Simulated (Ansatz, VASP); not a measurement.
Two plane-wave programs on SiSe4

```
CELL_PARAMETERS angstrom
-3.06473 3.06473 3.06473
3.06473 -3.06473 3.06473
3.06473 3.06473 -3.06473
ATOMIC_POSITIONS crystal
Si 0.00000 0.00000 0.00000
Se 0.00000 0.00000 0.50000
Se 0.00000 0.50000 0.00000
Se 0.50000 0.00000 0.00000
Se 0.50000 0.50000 0.50000
```

Alike in both runs: task single point; functional LDA; k mesh 10 × 10 × 10; occupations gaussian, width 0.1 eV; no spin polarisation.

|  | VASP | Ansatz |
| --- | --- | --- |
| version | VASP 6.6.1 | Ansatz 0.2.0 |
| potentials or method | VASP PAW LDA potentials, release 64 (Si, Se) | scalar-relativistic, plane waves, PAW |
| plane-wave cutoff (eV) | 520 | 420 |
| valence electrons in the cell | 28 | 68 |

|  | VASP | Ansatz | Ansatz less VASP |
| --- | --- | --- | --- |
| gap on the k mesh at the Fermi level (eV) | none | none | - |
| pressure (GPa) | -4.1 | -4.2 | -0.11 |

LDA's correlation is that of Perdew and Zunger in VASP and of Perdew and Wang (1992) in Ansatz. A gap of «none» marks a metal or a gap that the smearing closes. VASP's potentials hold 28 valence electrons a cell and Ansatz's 68, so a difference there can come from the potentials and not from the codes.
